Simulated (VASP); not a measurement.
Runs of VASP 6.6.1 on W. The structure is that of space group Pbcm (No. 57), or close to it. The cells are those of the table. 

```tsv
cell	gap on the mesh (eV)	pressure (GPa)	largest force (eV/Å)
a = 2.738, b = 4.739, c = 4.797 Å, 4 atoms	none	13.1	0.36
a = 2.856, b = 4.944, c = 5.004 Å, 4 atoms	none	-21.5	(a)
a = 2.900, b = 5.021, c = 5.083 Å, 4 atoms	none	-30.0	0.37
a = 2.786, b = 4.823, c = 4.882 Å, 4 atoms	none	-3.5	0.13
a = 2.713, b = 4.696, c = 4.754 Å, 4 atoms	none	(d)	(c)
a = 2.878, b = 4.983, c = 5.044 Å, 4 atoms	none	-26.0	0.29
a = 2.762, b = 4.781, c = 4.840 Å, 4 atoms	none	4.3	0.24
a = 2.833, b = 4.904, c = 4.964 Å, 4 atoms	none	-16.3	(b)
```

Alike in all rows: task single point; level PBEsol; potentials or basis VASP PAW PBE potentials, release 64 (W_sv); no spin polarisation; k mesh 8 × 5 × 5; cutoff (eV) 520; smearing gaussian 0.1 eV.

Task: Fill in the values left out.

Result: (a) 0.20; (b) 0.10; (c) 0.49; (d) 23.3.

Caveats: the PAW data sets were made with another functional, which shifts forces and pressure a little; spin-orbit coupling is left out, which moves the levels of the heavy elements.

A k mesh can miss the band edges, and the runs leave out spin-orbit coupling on W.

A gap of «none» marks levels without a gap at the run's occupations.
